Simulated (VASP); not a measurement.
Input of a VASP 6.6.1 run:

The input INCAR:

```
ALGO = Normal ; EDIFF = 1E-6
ENCUT = 600 ; GGA_COMPAT = False
ISIF = 2 ; ISMEAR = 1
LASPH = True ; LCHARG = True
LELF = True ; LREAL = False
LVHAR = True ; LWAVE = False
NBANDS = 70 ; NELM = 120
PREC = Accurate ; SIGMA = 0.1
```

Contents of KPOINTS:

```
k-points
0
Gamma
  4 4 4
```

File POSCAR:

```
SiNi
1.0
    0.0000000000      3.3970616627      5.5985036033
    5.1384092163      0.0000000000      5.5985036033
    5.1384092163      3.3970616627      0.0000000000
Si Ni
8 8
Direct
    0.2574661282      0.3283717950      0.4925338718
    0.7574661282      0.8283717950      0.9925338718
    0.2425338718      0.1716282050      0.0074661282
    0.7425338718      0.6716282050      0.5074661282
    0.1716282050      0.7425338718      0.5783717950
    0.6716282050      0.2425338718      0.0783717950
    0.3283717950      0.7574661282      0.9216282050
    0.8283717950      0.2574661282      0.4216282050
    0.2150833296      0.4734900742      0.0349166704
    0.7150833296      0.9734900742      0.5349166704
    0.2849166704      0.0265099258      0.4650833296
    0.7849166704      0.5265099258      0.9650833296
    0.0265099258      0.7849166704      0.2234900742
    0.5265099258      0.2849166704      0.7234900742
    0.4734900742      0.7150833296      0.2765099258
    0.9734900742      0.2150833296      0.7765099258
```

Potentials or basis: VASP PAW LDA potentials, release 64 (Si, Ni).

The run is started by

```bash
$ cat potpaw_LDA.64/Si/POTCAR potpaw_LDA.64/Ni/POTCAR > POTCAR
$ mpirun -np 1 vasp_std > vasp.out
```

Question: Estimate the largest force.

Answer: 0.143 eV/Å.

Question: What does it give for the pressure?

Answer: -10.3 GPa.

Question: Predict the band gap on the k mesh.

Answer: Zero (bands 56 and 57 overlap by 0.45 eV).

Forces on the atoms (eV/Å):
```
Si  -0.143  0.000 -0.003
Si  -0.143  0.000 -0.003
Si   0.143  0.000  0.003
Si   0.143  0.000  0.003
Si  -0.143  0.000  0.003
Si  -0.143  0.000  0.003
Si   0.143  0.000 -0.003
Si   0.143  0.000 -0.003
Ni  -0.048  0.000  0.070
Ni  -0.048  0.000  0.070
Ni   0.048  0.000 -0.070
Ni   0.048  0.000 -0.070
Ni  -0.048  0.000 -0.070
Ni  -0.048  0.000 -0.070
Ni   0.048  0.000  0.070
Ni   0.048  0.000  0.070
```

Caveat: the cell stands under tension. Spin polarisation is off, so any magnetic state and its effect on volume and gap are missing.
